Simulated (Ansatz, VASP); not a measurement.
## Pb in VASP and in Ansatz

```
CELL_PARAMETERS angstrom
0.00000 2.52356 2.52356
2.52356 0.00000 2.52356
2.52356 2.52356 0.00000
ATOMIC_POSITIONS crystal
Pb 0.00000 0.00000 0.00000
```

Alike in both runs: task single point; functional B3LYP; k mesh 5 × 5 × 5; occupations fermi-dirac, width 0.05 eV; no spin polarisation.

|  | VASP | Ansatz |
| --- | --- | --- |
| version | VASP 6.6.1 | Ansatz 0.2.0 |
| potentials or method | VASP PAW PBE potentials, release 64 (Pb_d) | Ansatz PAW |
| plane-wave cutoff (eV) | 520 | 420 |
| valence electrons in the cell | 14 | 14 |

```csv
,VASP,Ansatz,Ansatz less VASP
gap on the k mesh at the Fermi level (eV),none,none,-
pressure (GPa),0.8,0.8,-0.01
```

VASP's potentials were made for PBE, not for B3LYP. A gap of «none» marks a metal or a gap that the smearing closes. The functional is the same, so the differences come from potentials, cutoffs and numerics.

The k mesh is coarse, so the values compare programs but aren't converged. Spin-orbit coupling is off throughout.
